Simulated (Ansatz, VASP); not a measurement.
Sc2BN in VASP and in Ansatz

```
Sc B N
1.0
     5.01895    0.00000    0.00000
     0.00000    5.01895    0.00000
     0.00000    0.00000    4.99565
Sc B N
4 2 2
Direct
  0.00000 0.00000 0.00000
  0.50000 0.50000 0.00000
  0.00000 0.00000 0.50000
  0.50000 0.50000 0.50000
  0.50000 0.00000 0.55027
  0.00000 0.50000 0.44973
  0.50000 0.00000 0.04818
  0.00000 0.50000 0.95182
```

Alike in both runs: task single point; functional PBE; k mesh 4 × 4 × 4; occupations gaussian, width 0.1 eV; no spin polarisation.

```csv
,VASP,Ansatz
version,VASP 6.6.1,Ansatz 0.2.0
potentials or method,"VASP PAW PBE potentials, release 64 (Sc_sv, B, N), cutoff 520 eV","scalar-relativistic, plane waves, PAW"
valence electrons in the cell,60,60
```

|  | VASP | Ansatz | Ansatz less VASP |
| --- | --- | --- | --- |
| gap on the k mesh at the Fermi level (eV) | none | none | - |
| pressure (GPa) | -10.0 | -10.2 | -0.23 |
| traceless stress, the component that is largest in VASP (GPa) | 32.09 | 32.06 | -0.027 |
| rms of the force components (eV/Å) | 0.302 | 0.302 | +0.0001 |

Atom by atom the forces differ by 0.000 eV/Å (rms over components). A gap of «none» marks a metal or a gap that the smearing closes. The functional is the same, so the differences come from potentials, cutoffs and numerics.
